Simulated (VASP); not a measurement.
# CoSi2 (Immm) in VASP: a series of runs

The runs below take CoSi2 through single point, with PBE.

All numbers are computed with VASP 6.6.1; they aren't measurements. Logs are shortened: lines on timing, memory, paths and dates and some standing lists are left out, and cuts for length are marked.

## 1. The cell of the first run

It takes space group Immm (No. 71, orthorhombic). The conventional cell has a = 3.879 Å, b = 3.879 Å, c = 5.110 Å, α = 90.00°, β = 90.00°, γ = 90.00°. Co (site symmetry mmm) has 8 Si at 2.30 to 2.34 Å within 3.0 Å. Within 3.0 Å of Si (site symmetry mm2) lie 4 Co at 2.30 to 2.34 Å and 6 Si at 2.48 to 2.74 Å.

## 2. Single point, PBE (mode 6 frozen in at -0.041 Å, strain +e along z and -e/2 along x and y -0.0467)

INCAR reads:

```
SYSTEM = CoSi2
ALGO = Normal
EDIFF = 1E-6
ENCUT = 520
GGA = PE
ISIF = 2
ISMEAR = 0
LASPH = .True.
LCHARG = .True.
LELF = .True.
LREAL = .False.
LVHAR = .True.
LWAVE = .False.
NBANDS = 16
NELM = 80
PREC = Accurate
SIGMA = 0.15
```

KPOINTS reads:

```
k-points
0
Gamma
  12 12 12
  0 0 0
```

POSCAR reads:

```
CoSi2
1.0
    0.0000000000      2.7427584909      2.5550121360
    2.7427584909      0.0000000000      2.5550121360
    2.7427584909      2.7427584909      0.0000000000
Co Si
1 2
Direct
    0.0000000000      0.0000000000      0.0000000000
    0.2423512496      0.2423512496      0.2576487504
    0.7576487504      0.7576487504      0.7423512496
```

Potentials or basis: VASP PAW PBE potentials, release 64 (Co, Si).

Started as:

```console
cat potpaw_PBE.64/Co/POTCAR potpaw_PBE.64/Si/POTCAR > POTCAR
mpirun -np 1 vasp_std > vasp.out
```

OUTCAR:

```text
SYSTEM = CoSi2
   EDIFF = 1E-6
   ENCUT = 520
   GGA = PE
   ISIF = 2
   ISMEAR = 0
   LASPH = .True.
   LREAL = .False.
   NELM = 80
   PREC = Accurate

 ion  position               nearest neighbor table
   1  0.000  0.000  0.000-   3 2.30   2 2.30   3 2.30   2 2.30   3 2.34   3 2.34   2 2.34   2 2.34

   2  0.242  0.242  0.258-   1 2.30   1 2.30   1 2.34   1 2.34   3 2.48   3 2.63   3 2.74   3 2.74
                             3 2.74   3 2.74
   3  0.758  0.758  0.742-   1 2.30   1 2.30   1 2.34   1 2.34   2 2.48   2 2.63   2 2.74   2 2.74
                             2 2.74   2 2.74

  LATTYP: Found a body centered tetragonal cell.
 ALAT       =     3.8788462561
 C/A-ratio  =     1.3174083051

  Lattice vectors:

 A1 = (   0.0000000000,  -2.7427584909,  -2.5550121360)
 A2 = (   0.0000000000,   2.7427584909,  -2.5550121360)
 A3 = (   2.7427584909,   0.0000000000,   2.5550121360)

Analysis of symmetry for initial positions (statically):
=====================================================================
 Subroutine PRICEL returns:
 Original cell was already a primitive cell.

 Routine SETGRP: Setting up the symmetry group for a
 body centered tetragonal supercell.

 Subroutine GETGRP returns: Found  8 space group operations
 (whereof  8 operations were pure point group operations)
 out of a pool of 16 trial point group operations.

The static configuration has the point symmetry D_2h.

Analysis of symmetry for dynamics (positions and initial velocities):
=====================================================================
 Subroutine PRICEL returns:
 Original cell was already a primitive cell.

 Routine SETGRP: Setting up the symmetry group for a
 body centered tetragonal supercell.

 Subroutine GETGRP returns: Found  8 space group operations
 (whereof  8 operations were pure point group operations)
 out of a pool of 16 trial point group operations.

The dynamic configuration has the point symmetry D_2h.

 Subroutine INISYM returns: Found  8 space group operations
 (whereof  8 operations are pure point group operations),
 and found     1 'primitive' translations

----------------------------------------------------------------------------------------

                                     Primitive cell

  volume of cell :      38.4413

  direct lattice vectors                    reciprocal lattice vectors
     0.000000000  2.742758491  2.555012136    -0.182298223  0.182298223  0.195693787
     2.742758491  0.000000000  2.555012136     0.182298223 -0.182298223  0.195693787
     2.742758491  2.742758491  0.000000000     0.182298223  0.182298223 -0.195693787

  length of vectors
     3.748441163  3.748441163  3.878846256     0.323668569  0.323668569  0.323668569

  position of ions in fractional coordinates (direct lattice)
     0.000000000  0.000000000  0.000000000
     0.242351250  0.242351250  0.257648750
     0.757648750  0.757648750  0.742351250

  ion indices of the primitive-cell ions
   primitive index   ion index
                 1           1
                 2           2
                 3           3

----------------------------------------------------------------------------------------

 KPOINTS: k-points

Automatic generation of k-mesh.
 Grid dimensions read from file:
 generate k-points for:   12   12   12

 Generating k-lattice:

  Cartesian coordinates                     Fractional coordinates (reciprocal lattice)
    -0.015191519  0.015191519  0.016307816     0.083333333  0.000000000  0.000000000
     0.015191519 -0.015191519  0.016307816     0.000000000  0.083333333  0.000000000
     0.015191519  0.015191519 -0.016307816     0.000000000  0.000000000  0.083333333

  Length of vectors
     0.026972381  0.026972381  0.026972381

  Shift w.r.t. Gamma in fractional coordinates (k-lattice)
     0.000000000  0.000000000  0.000000000

 Subroutine IBZKPT returns following result:
 ===========================================

 Found    280 irreducible k-points:

 Following reciprocal coordinates:
            Coordinates               Weight
  0.000000  0.000000  0.000000      1.000000
  0.083333  0.000000  0.000000      4.000000
  0.000000  0.000000 -0.083333      4.000000
  0.166667 -0.000000  0.000000      4.000000
  0.000000  0.000000 -0.166667      4.000000
  0.250000  0.000000  0.000000      4.000000
[... 16 lines left out ...]
  0.500000  0.083333  0.000000      4.000000
  0.083333  0.083333 -0.416667      4.000000
 [... further k-points ...]
   k-points           NKPTS =    280   k-points in BZ     NKDIM =    280   number of bands    NBANDS=     16
   number of dos      NEDOS =    301   number of ions     NIONS =      3
   total plane-waves  NPLWV =  23520
   dimension x,y,z NGX =    28 NGY =   28 NGZ =   30
   dimension x,y,z NGXF=    56 NGYF=   56 NGZF=   60
   ions per type =               1   2
   NGX,Y,Z   is equivalent  to a cutoff of  12.42, 12.42, 12.86 a.u.
   NGXF,Y,Z  is equivalent  to a cutoff of  24.84, 24.84, 25.72 a.u.
 SYSTEM =  CoSi2
   PREC   = accura    normal or accurate (medium, high low for compatibility)
   ISTART =      0    job   : 0-new  1-cont  2-samecut
   ICHARG =      2    charge: 1-file 2-atom 10-const
   ISPIN  =      1    spin polarized calculation?
   LNONCOLLINEAR =      F non collinear calculations
   LSORBIT =      F    spin-orbit coupling
   LASPH  =      T    aspherical Exc in radial PAW
   ENCUT  =  520.0 eV  38.22 Ry    6.18 a.u.   6.97  6.97  7.21*2*pi/ulx,y,z
   NELM   =     80;   NELMIN=  2; NELMDL= -5     # of ELM steps
   EDIFF  = 0.1E-05   stopping-criterion for ELM
   LREAL  =      F    real-space projection
   EDIFFG = 0.1E-04   stopping-criterion for IOM
   NSW    =      0    number of steps for IOM
   IBRION =     -1    ionic relax: 0-MD 1-quasi-New 2-CG
   NFREE  =      0    steps in history (QN), initial steepest desc. (CG)
   ISIF   =      2    stress and relaxation
   ISYM   =      2    0-nonsym 1-usesym 2-fastsym
   POTIM  = 0.5000    time-step for ionic-motion
   TEBEG  =    0.0;   TEEND  =   0.0 temperature during run
   PSTRESS=    0.0 pullay stress
   NELECT =      17.0000    total number of electrons
   NUPDOWN=      -1.0000    fix difference up-down
   EMIN   =  10.00;   EMAX   =-10.00  energy-range for DOS
   EFERMI =   0.00;   METHOD = LEGACY
[... 41 lines left out ...]
  band No.  band energies     occupation
      1      -3.0659      2.00000
      2       5.7715      2.00000
      3       6.1053      2.00000
      4       6.1886      2.00000
      5       8.0137      2.00000
      6       8.3369      2.00000
[... 8 lines left out ...]
     15      15.2416      0.00000
     16      17.5439      0.00000

 k-point     2 :       0.0833    0.0000    0.0000
  band No.  band energies     occupation
      1      -2.9611      2.00000
      2       5.6340      2.00000
      3       6.0966      2.00000
      4       6.1350      2.00000
      5       7.9855      2.00000
      6       8.3070      2.00000
[... 8 lines left out ...]
     15      15.1947      0.00000
     16      16.9030      0.00000

 k-point     3 :       0.0000    0.0000   -0.0833
  band No.  band energies     occupation
      1      -2.9599      2.00000
      2       5.6334      2.00000
      3       6.0323      2.00000
      4       6.2174      2.00000
      5       7.9804      2.00000
      6       8.3012      2.00000
[... 8 lines left out ...]
     15      15.2640      0.00000
     16      16.8885      0.00000

 k-point     4 :       0.1667   -0.0000    0.0000
  band No.  band energies     occupation
      1      -2.6490      2.00000
      2       5.0076      2.00000
      3       6.1212      2.00000
      4       6.2139      2.00000
      5       7.9278      2.00000
      6       8.2404      2.00000
[... 8 lines left out ...]
     15      16.1669      0.00000
     16      16.5820      0.00000

 k-point     5 :       0.0000    0.0000   -0.1667
  band No.  band energies     occupation
      1      -2.6440      2.00000
      2       4.9985      2.00000
      3       6.1120      2.00000
      4       6.2911      2.00000
      5       7.9142      2.00000
      6       8.2162      2.00000
[... 8 lines left out ...]
     15      16.1246      0.00000
     16      16.4591      0.00000

 k-point     6 :       0.2500    0.0000    0.0000
  band No.  band energies     occupation
      1      -2.1365      2.00000
      2       4.0369      2.00000
      3       6.2475      2.00000
      4       6.3109      2.00000
      5       7.9114      2.00000
      6       8.1959      2.00000
[... 8 lines left out ...]
     15      16.9449      0.00000
     16      17.6729      0.00000

 k-point     7 :       0.0000    0.0000   -0.2500
  band No.  band energies     occupation
      1      -2.1239      2.00000
      2       4.0273      2.00000
      3       6.3011      2.00000
      4       6.3721      2.00000
      5       7.9005      2.00000
      6       8.1371      2.00000
[... 8 lines left out ...]
     15      16.8715      0.00000
     16      17.6159      0.00000

 k-point     8 :       0.3333    0.0000    0.0000
  band No.  band energies     occupation
      1      -1.4380      2.00000
      2       2.9052      2.00000
      3       6.3753      2.00000
      4       6.3835      2.00000
      5       8.0161      2.00000
      6       8.2343      2.00000
[... 8 lines left out ...]
     15      18.2965      0.00000
     16      18.8992      0.00000

 k-point     9 :       0.0000    0.0000   -0.3333
  band No.  band energies     occupation
      1      -1.4104      2.00000
      2       2.8834      2.00000
      3       6.4161      2.00000
      4       6.5033      2.00000
      5       8.0258      2.00000
      6       8.1213      2.00000
[... 8 lines left out ...]
     15      18.3001      0.00000
     16      18.8307      0.00000
[... 172 lines left out ...]
 k-point    19 :       0.3333    0.0833    0.0000
  band No.  band energies     occupation
      1      -1.5364      2.00000
      2       3.1798      2.00000
      3       6.2362      2.00000
      4       6.3349      2.00000
      5       7.9234      2.00000
      6       8.2077      2.00000
[... 8 lines left out ...]
     15      18.9548      0.00000
     16      19.3537      0.00000

 k-point    20 :       0.0833    0.0833   -0.2500
  band No.  band energies     occupation
      1      -1.5191      2.00000
      2       3.1656      2.00000
      3       6.2751      2.00000
      4       6.4027      2.00000
      5       7.8257      2.00000
      6       8.2134      2.00000
[... 8 lines left out ...]
     15      18.9910      0.00000
     16      19.2940      0.00000

 k-point    21 :       0.4167    0.0833    0.0000
  band No.  band energies     occupation
      1      -0.7174      2.00000
      2       2.0675      2.00000
      3       6.3170      2.00000
      4       6.3628      2.00000
      5       7.9009      2.00000
      6       8.3631      2.00000
[... 8 lines left out ...]
     15      20.2919      0.00000
     16      20.8238      0.00000

 k-point    22 :       0.0833    0.0833   -0.3333
  band No.  band energies     occupation
      1      -0.6722      2.00000
      2       2.0266      2.00000
      3       6.3314      2.00000
      4       6.5133      2.00000
      5       7.6894      2.00000
      6       8.2604      2.00000
[... 8 lines left out ...]
     15      20.4953      0.00000
     16      20.7268      0.00000

 k-point    23 :       0.5000    0.0833    0.0000
  band No.  band energies     occupation
      1       0.1238      2.00000
      2       1.0966      2.00000
      3       6.3294      2.00000
      4       6.4025      2.00000
      5       7.7802      2.00000
      6       8.4466      2.00000
[... 8 lines left out ...]
     15      20.6599      0.00000
     16      21.3679      0.00000

 k-point    24 :       0.0833    0.0833   -0.4167
  band No.  band energies     occupation
      1       0.3184      2.00000
      2       0.9073      2.00000
      3       6.3996      2.00000
      4       6.5449      2.00000
      5       7.4969      2.00000
      6       8.3798      2.00000
[... 8 lines left out ...]
     15      20.9940      0.00000
     16      21.2052      0.00000

 [... further k-points ...]
[... 5 lines left out ...]
  --------------------------------------------------------------------------------------
  -------------------------------------------------------------------------------------
  Total       -0.5025333     -0.5025333      1.5080124      0.6214105      0.0000000      0.0000000
  in kB      -20.9448547    -20.9448547     62.8517530     25.8994816      0.0000000      0.0000000
  external PRESSURE =       6.9873478 kB  Pullay stress =       0.0000000 kB

 VOLUME and BASIS-vectors are now :
 -----------------------------------------------------------------------------
  energy-cutoff  :      520.00
  volume of cell :       38.44
      direct lattice vectors                 reciprocal lattice vectors
     0.000000000  2.742758491  2.555012136    -0.182298223  0.182298223  0.195693787
     2.742758491  0.000000000  2.555012136     0.182298223 -0.182298223  0.195693787
     2.742758491  2.742758491  0.000000000     0.182298223  0.182298223 -0.195693787

 POSITION                                       TOTAL-FORCE (eV/Angst)
 -----------------------------------------------------------------------------------
      0.00000      0.00000      0.00000         0.000000      0.000000     -0.000000
      1.37138      1.37138      1.23842        -0.000000     -0.000000      0.616177
      4.11414      4.11414      3.87160         0.000000      0.000000     -0.616177
 -----------------------------------------------------------------------------------
    total drift:                               -0.000000     -0.000000     -0.000000

  FREE ENERGIE OF THE ION-ELECTRON SYSTEM (eV)
  ---------------------------------------------------
  free  energy   TOTEN  =       -19.2355406092 eV

  energy  without entropy=      -19.2237861868  energy(sigma->0) =      -19.22966340
```

It took 2.6 min on 1 thread of Intel Xeon 6975P-C, shared host; peak memory 0.3 GiB.

Results:

```
Free energy   : -19.2355 eV
Pressure      : 0.7 GPa
Largest force : 0.616 eV/Å
```

Forces in eV/Å, atoms in the order of the input:
```
Co   0.000  0.000  0.000
Si   0.000  0.000  0.616
Si   0.000  0.000 -0.616
```

Caveat: the cell differs from its parent crystal (mode 6 frozen in at -0.041 Å, strain +e along z and -e/2 along x and y -0.0467). Spin polarisation is off, so any magnetic state and its effect on volume and gap are missing.

## 3. Single point, PBE (mode 6 frozen in at -0.041 Å, strain +e along z and -e/2 along x and y +0.0467)

INCAR reads:

```
SYSTEM = CoSi2
PREC     = Accurate       ! precision mode
ENCUT    = 520            ! plane-wave cutoff, eV
EDIFF    = 1E-6           ! SCF threshold, eV
ISMEAR   = 0              ! smearing method
SIGMA    = 0.15           ! smearing width, eV
LREAL    = .FALSE.        ! projectors in reciprocal space
LASPH    = .TRUE.         ! aspherical terms in the spheres
NELM     = 100            ! most SCF steps
ALGO     = Normal         ! electronic algorithm
ISIF     = 2              ! what is computed and relaxed
LWAVE    = .FALSE.        ! write WAVECAR
LCHARG   = .FALSE.        ! write CHGCAR
GGA      = PE             ! functional
NBANDS   = 16             ! bands
```

KPOINTS reads:

```
regular mesh
0
G
  12 12 12
  0 0 0
```

POSCAR reads:

```
CoSi2
1.0
    0.0000000000      2.6175942543      2.8053406092
    2.6175942543      0.0000000000      2.8053406092
    2.6175942543      2.6175942543      0.0000000000
Co Si
1 2
Direct
    0.0000000000      0.0000000000      0.0000000000
    0.2423512496      0.2423512496      0.2576487504
    0.7576487504      0.7576487504      0.7423512496
```

Potentials or basis: VASP PAW PBE potentials, release 64 (Co, Si).

Started as:

```console
cat potpaw_PBE.64/Co/POTCAR potpaw_PBE.64/Si/POTCAR > POTCAR
mpirun -np 1 vasp_std > vasp.out
```

It took 2.9 min on 1 thread of Intel Xeon 6975P-C, shared host; peak memory 0.3 GiB.

Results (log left out):

* Free energy: -19.2534 eV
* Pressure: 0.5 GPa
* Largest force: 0.381 eV/Å

Forces in eV/Å, atoms in the order of the input:
```
Co   0.000  0.000  0.000
Si   0.000  0.000  0.381
Si   0.000  0.000 -0.381
```

Stress tensor (GPa, compression positive):
```
 2.27  3.40  0.00
 3.40  2.27  0.00
 0.00  0.00 -3.03
```

Levels at points of the mesh, in eV from the Fermi level:
```csv
k point,band 6,band 7,band 8,band 9,band 10,band 11,band 12,band 13
"(0.00, 0.00, 0.00)",-1.74,0.79,2.86,3.08,3.14,3.54,3.82,3.99
"(0.50, 0.00, 0.00)",-1.64,-1.46,-0.49,-0.32,2.71,3.01,3.54,4.53
"(0.00, 0.00, 0.50)",-1.62,-1.62,-1.05,-0.13,2.89,3.27,3.39,4.55
"(0.50, 0.50, 0.00)",-2.08,-2.08,-1.92,-1.27,1.88,3.13,8.49,9.71
"(0.50, 0.00, 0.50)",-2.12,-1.92,-1.69,-1.28,1.41,2.83,8.50,8.55
```

Caveat: the cell differs from its parent crystal (mode 6 frozen in at -0.041 Å, strain +e along z and -e/2 along x and y +0.0467).

## 4. Single point, PBE (mode 6 frozen in at -0.123 Å, strain +e along z and -e/2 along x and y -0.0467)

INCAR reads:

```
SYSTEM = CoSi2
PREC = Accurate
ENCUT = 520
EDIFF = 1E-7
ISMEAR = 0
SIGMA = 0.15
LREAL = .False.
LASPH = .True.
NELM = 100
ALGO = Normal
ISIF = 2
LWAVE = .False.
LCHARG = .False.
GGA = PE
NBANDS = 16
```

KPOINTS reads:

```
Automatic mesh
0
Gamma
  12 12 12
  0 0 0
```

POSCAR reads:

```
CoSi2
1.0
    0.0000000000      2.7427584909      2.5550121360
    2.7427584909      0.0000000000      2.5550121360
    2.7427584909      2.7427584909      0.0000000000
Co Si
1 2
Direct
    0.0000000000      0.0000000000      0.0000000000
    0.2270537489      0.2270537489      0.2729462511
    0.7729462511      0.7729462511      0.7270537489
```

Started as:

```console
cat potpaw_PBE.64/Co/POTCAR potpaw_PBE.64/Si/POTCAR > POTCAR
mpirun -np 1 vasp_std > vasp.out
```

Wall time 2.2 min (1 thread of Intel Xeon Platinum 8488C (Sapphire Rapids), shared host); peak memory 0.29 GiB.

It converged, with:

```
Free energy   : -19.0330 eV
Pressure      : 3.4 GPa
Largest force : 2.057 eV/Å
```

Forces in eV/Å, atoms in the order of the input:
```
Co   0.000  0.000  0.000
Si   0.000  0.000  2.057
Si   0.000  0.000 -2.057
```

Stress tensor (GPa, compression positive):
```
-1.15  7.71  0.00
 7.71 -1.15  0.00
 0.00  0.00 12.64
```

Levels at points of the mesh, in eV from the Fermi level:
```
           k point  band 5  band 6  band 7  band 8  band 9  band 10  band 11  band 12  band 13  band 14
(0.00, 0.00, 0.00)   -2.11   -1.72    0.74    2.26    2.61     3.27     3.66     3.80     3.98     4.62
(0.50, 0.00, 0.00)   -1.89   -1.67   -1.52   -1.12    0.33     2.64     2.79     3.58     4.35     9.82
(0.00, 0.00, 0.50)   -2.52   -1.70   -1.60   -1.03   -0.39     2.92     2.96     3.54     4.85     9.87
(0.50, 0.50, 0.00)   -3.95   -2.08   -1.74   -1.74   -1.44     1.16     2.67     8.77     9.27     9.61
(0.50, 0.00, 0.50)   -3.05   -2.60   -1.82   -1.76   -1.31     1.69     2.91     8.38     8.69    10.34
```

Caveat: the cell differs from its parent crystal (mode 6 frozen in at -0.123 Å, strain +e along z and -e/2 along x and y -0.0467); forces of over 1 eV/Å act on the atoms, so gaps and moduli don't describe the material at rest.
